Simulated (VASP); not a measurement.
# CdO (Fm-3m) in VASP: a series of runs, part 2 of 2

VASP 6.6.1. Earlier steps stand in the parts before.

### Step 5. Single point, LDA (volume scaled by 1.02)

INCAR reads:

```
ALGO = Normal ; EDIFF = 1E-6
ENCUT = 600 ; GGA = CA
GGA_COMPAT = F ; ISIF = 2
ISMEAR = 0 ; LASPH = T
LCHARG = F ; LREAL = F
LWAVE = F ; NBANDS = 16
NELM = 120 ; PREC = Accurate
SIGMA = 0.05
```

KPOINTS reads:

```
k-points
0
Gamma
  8 8 8
```

POSCAR reads:

```
CdO
1.0
    0.0000000000      2.3322927617      2.3322927617
    2.3322927617      0.0000000000      2.3322927617
    2.3322927617      2.3322927617      0.0000000000
Cd O
1 1
Direct
    0.0000000000      0.0000000000      0.0000000000
    0.5000000000      0.5000000000      0.5000000000
```

Potentials or basis: VASP PAW LDA potentials, release 64 (Cd, O).

Launch:

```console
$ cat potpaw_LDA.64/Cd/POTCAR potpaw_LDA.64/O/POTCAR > POTCAR
$ mpirun -np 1 vasp_std > vasp.out
```

OUTCAR:

```text
EDIFF = 1E-6
   ENCUT = 600
   GGA = CA
   ISIF = 2
   ISMEAR = 0
   LASPH = T
   LREAL = F
   NELM = 120
   PREC = Accurate

 ion  position               nearest neighbor table
   1  0.000  0.000  0.000-   2 2.33   2 2.33   2 2.33   2 2.33   2 2.33   2 2.33
   2  0.500  0.500  0.500-   1 2.33   1 2.33   1 2.33   1 2.33   1 2.33   1 2.33

  LATTYP: Found a face centered cubic cell.
 ALAT       =     4.6645855234

  Lattice vectors:

 A1 = (   0.0000000000,   2.3322927617,   2.3322927617)
 A2 = (   2.3322927617,   0.0000000000,   2.3322927617)
 A3 = (   2.3322927617,   2.3322927617,   0.0000000000)

Analysis of symmetry for initial positions (statically):
=====================================================================
 Subroutine PRICEL returns:
 Original cell was already a primitive cell.

 Routine SETGRP: Setting up the symmetry group for a
 face centered cubic supercell.

 Subroutine GETGRP returns: Found 48 space group operations
 (whereof 48 operations were pure point group operations)
 out of a pool of 48 trial point group operations.

The static configuration has the point symmetry O_h .

Analysis of symmetry for dynamics (positions and initial velocities):
=====================================================================
 Subroutine PRICEL returns:
 Original cell was already a primitive cell.

 Routine SETGRP: Setting up the symmetry group for a
 face centered cubic supercell.

 Subroutine GETGRP returns: Found 48 space group operations
 (whereof 48 operations were pure point group operations)
 out of a pool of 48 trial point group operations.

The dynamic configuration has the point symmetry O_h .

 Subroutine INISYM returns: Found 48 space group operations
 (whereof 48 operations are pure point group operations),
 and found     1 'primitive' translations

----------------------------------------------------------------------------------------

[... 111 lines left out ...]
     AMIX     =   0.40;   BMIX     =  1.00
     AMIX_MAG =   1.60;   BMIX_MAG =  1.00
  volume/ion in A,a.u.               =      12.69        85.61
  Fermi-wavevector in a.u.,A,eV,Ry     =   1.460066  2.759125 29.004816  2.131794
  Thomas-Fermi vector in A             =   2.576560
   LORBIT       =      0    0 simple, 1 ext, 2 COOP (PROOUT), +10 PAW based schemes
   GGA     = CA    functional components
   LHFCALC =     F    Hartree Fock is set to
   AEXX    =    0.0000 exact exchange contribution
   IVDW    =     0    specifies the selected vdW correction
   LEPSILON=     F    determine dielectric tensor
   LRPA    =     F    only Hartree local field effects (RPA)
 non-spin polarized calculation
 Gauss-broadening in eV      SIGMA  =   0.05
  energy-cutoff  :      600.00
  volume of cell :       25.37
 maximum number of plane-waves:       877
 NGX is ok and might be reduce to    28
   NGX = 13   NGY = 13   NGZ = 13

 number of electron      18.0000003 magnetization

 Free energy of the ion-electron system (eV)
  ---------------------------------------------------
  ext. energy  EPLUGINS =         0.00000000
  ---------------------------------------------------
  free energy    TOTEN  =        -9.34263791 eV

  energy without entropy =       -9.34239568  energy(sigma->0) =       -9.34251679

 E-fermi :   2.0460     XC(G=0): -12.3203

 val. band max:        2.0041636616   @ k =   0.5000   0.0000   0.0000
 cond. band min:       2.9101312750   @ k =   0.1250   0.0000   0.0000
 fundamental gap:      0.9059676134
 Fermi energy:         2.0460264367

 k-point     1 :       0.0000    0.0000    0.0000
  band No.  band energies     occupation
      1     -15.2936      2.00000
      2      -4.7216      2.00000
      3      -4.7216      2.00000
      4      -4.7216      2.00000
      5      -4.4041      2.00000
      6      -4.4041      2.00000
[... 433 lines left out ...]
      3      -5.0865      2.00000
      4      -5.0774      2.00000
      5      -4.1201      2.00000
      6      -4.1132      2.00000
[... 8 lines left out ...]
     15      21.5484      0.00000
     16      25.0633      0.00000

 [... further k-points ...]

------------------------ aborting loop because EDIFF is reached ----------------------------------------

  FORCE on cell =-STRESS in cart. coord.  units (eV):
  Direction    XX          YY          ZZ          XY          YZ          ZX
  --------------------------------------------------------------------------------------
  -------------------------------------------------------------------------------------
  Total       -0.2024729     -0.2024729     -0.2024729     -0.0000000      0.0000000      0.0000000
  in kB      -12.7849308    -12.7849308    -12.7849308     -0.0000000      0.0000000      0.0000000
  external PRESSURE =     -12.7849308 kB  Pullay stress =       0.0000000 kB

 VOLUME and BASIS-vectors are now :
 -----------------------------------------------------------------------------
  energy-cutoff  :      600.00
  volume of cell :       25.37
      direct lattice vectors                 reciprocal lattice vectors
     0.000000000  2.332292762  2.332292762    -0.214381320  0.214381320  0.214381320
     2.332292762  0.000000000  2.332292762     0.214381320 -0.214381320  0.214381320
     2.332292762  2.332292762  0.000000000     0.214381320  0.214381320 -0.214381320

 POSITION                                       TOTAL-FORCE (eV/Angst)
 -----------------------------------------------------------------------------------
      0.00000      0.00000      0.00000         0.000000     -0.000000      0.000000
      2.33229      2.33229      2.33229        -0.000000      0.000000     -0.000000
 -----------------------------------------------------------------------------------
    total drift:                                0.000000      0.000000      0.000000

  FREE ENERGIE OF THE ION-ELECTRON SYSTEM (eV)
  ---------------------------------------------------
  free  energy   TOTEN  =        -9.3426379100 eV

  energy  without entropy=       -9.3423956766  energy(sigma->0) =       -9.34251679
```

stdout:

```text
POSCAR found type information on POSCAR CdO
 POSCAR found :  2 types and       2 ions
 scaLAPACK will be used
 LDA part: xc-table for (Slater(with rela. corr.)+CA(PZ))
 , standard interpolation
 POSCAR, INCAR and KPOINTS ok, starting setup
 FFT: planning ... GRIDC
 FFT: planning ... GRID_SOFT
 FFT: planning ... GRID
 WAVECAR not read
 entering main loop
```

It took 24 s on 1 thread of Intel Xeon 8259CL, shared host; peak memory 0.15 GiB.

What came out:

- Free energy: -9.3426 eV
- Pressure: -1.3 GPa
- Band gap on the k mesh: zero (band 9 reaches 2.00 eV, above the bottom of band 10 at 1.54 eV)

### Step 6. Overview

```tsv
level	potentials or basis	cell	gap on the mesh (eV)	pressure (GPa)
PBE+D4	VASP PAW PBE potentials, release 64 (Cd, O)	a = 3.320 Å, angles 60.0°, 2 atoms	none	4.2
PBE+D4	VASP PAW PBE potentials, release 64 (Cd, O)	a = 3.297 Å, angles 60.0°, 2 atoms	none	7.5
LDA	VASP PAW LDA potentials, release 64 (Cd, O)	a = 3.321 Å, angles 60.0°, 2 atoms	none	-4.3
LDA	VASP PAW LDA potentials, release 64 (Cd, O)	a = 3.298 Å, angles 60.0°, 2 atoms	none	-1.3
```

Alike in all rows: task single point; no spin polarisation; k mesh 8 × 8 × 8; cutoff (eV) 600; smearing gaussian 0.05 eV.

Caveats: pairwise dispersion overbinds metals, which lowers pressure and volume (some runs).

Absolute energies hang on the potentials; compare differences alone.
